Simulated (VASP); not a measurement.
Runs of VASP 6.6.1 on GaP. The structure is that of space group F-43m (No. 216), or close to it. The cells are those of the table. 

| task | cell | k mesh | cutoff (eV) | smearing | gap on the mesh (eV) | pressure (GPa) |
| --- | --- | --- | --- | --- | --- | --- |
| single point | a = 3.680 Å, angles 60.0, 60.0, 90.0°, 2 atoms | 8 × 8 × 8 | 520 | gaussian 0.01 eV | 1.19 | 14.8 |
| single point | a = 3.756 Å, angles 60.0, 60.0, 90.0°, 2 atoms | 8 × 8 × 8 | 520 | gaussian 0.01 eV | 1.35 | 6.8 |
| single point | a = 3.877 Å, angles 60.0, 60.0, 90.0°, 2 atoms | 8 × 8 × 8 | 520 | gaussian 0.01 eV | 1.53 | -2.0 |
| single point | a = 3.817 Å, angles 60.0, 60.0, 90.0°, 2 atoms | 8 × 8 × 8 | 520 | gaussian 0.01 eV | 1.45 | 1.9 |
| single point | a = 3.846 Å, angles 60.0, 60.0, 90.0°, 2 atoms | 12 × 12 × 12 | 520 | fermi-dirac 0.05 eV | (a) | (b) |
| relaxation of cell and atoms | relaxed to 2 GPa from a = 3.846 Å, angles 60.0, 60.0, 90.0°, 2 atoms | 8 × 8 × 8 | 600 | gaussian 0.01 eV | 1.45 | 2.0 |
| relaxation of cell and atoms | relaxed to 4 GPa from a = 3.846 Å, angles 60.0, 60.0, 90.0°, 2 atoms | 8 × 8 × 8 | 600 | gaussian 0.01 eV | 1.41 | 4.0 |
| relaxation of cell and atoms | relaxed to 10 GPa from a = 3.846 Å, angles 60.0, 60.0, 90.0°, 2 atoms | 8 × 8 × 8 | 600 | gaussian 0.01 eV | 1.28 | 10.0 |

Alike in all rows: level PBEsol; potentials or basis VASP PAW PBE potentials, release 64 (Ga_d, P); no spin polarisation.

Problem. Fill in the values left out.

Solution. (a) 1.46; (b) -0.1.

Caveats: the PAW data sets were made with another functional, which shifts forces and pressure a little; the cell is relaxed towards a set pressure, so the run minimises the enthalpy, not the energy (at least some runs); the cell stands under pressure (at least some runs).

A k mesh can miss the band edges, and the runs leave out spin-orbit coupling on Ga.
